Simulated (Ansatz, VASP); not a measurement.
## One calculation of CdSe, two programs

```
Cd Se
1.0
     4.30000    0.00000    0.00000
    -2.15000    3.72391    0.00000
     0.00000    0.00000    7.02000
Cd Se
2 2
Cartesian
  0.0000 2.4826 0.0000
  2.1500 1.2413 3.5100
  0.0000 2.4826 2.7027
  2.1500 1.2413 6.2127
```

Alike in both runs: task electric field gradients; functional PBE; k mesh 9 × 9 × 5; occupations fermi-dirac, width 0.01 eV; no spin polarisation.

|  | VASP | Ansatz |
| --- | --- | --- |
| version | VASP 6.6.1 | Ansatz 0.2.0 |
| potentials or method | VASP PAW PBE potentials, release 64 (Cd, Se) | plane-wave PAW, scalar-relativistic |
| plane-wave cutoff (eV) | 520 | 420 |
| valence electrons in the cell | 36 | 72 |

|  | VASP | Ansatz | Ansatz less VASP |
| --- | --- | --- | --- |
| gap on the k mesh at the Fermi level (eV) | 0.70 | 0.70 | 0.000 |
| pressure (GPa) | 3.3 | 3.0 | -0.33 |
| traceless stress, the component that is largest in VASP (GPa) | -1.40 | -1.34 | +0.054 |
| rms of the force components (eV/Å) | 0.168 | 0.162 | -0.0055 |
| size of Vzz on the site where it differs most (V/Å²) | 33.2 | 30.0 | -3.21 |

Atom by atom the forces differ by 0.006 eV/Å (rms over components). VASP's potentials hold 36 valence electrons a cell and Ansatz's 72, so a difference there can come from the potentials and not from the codes.
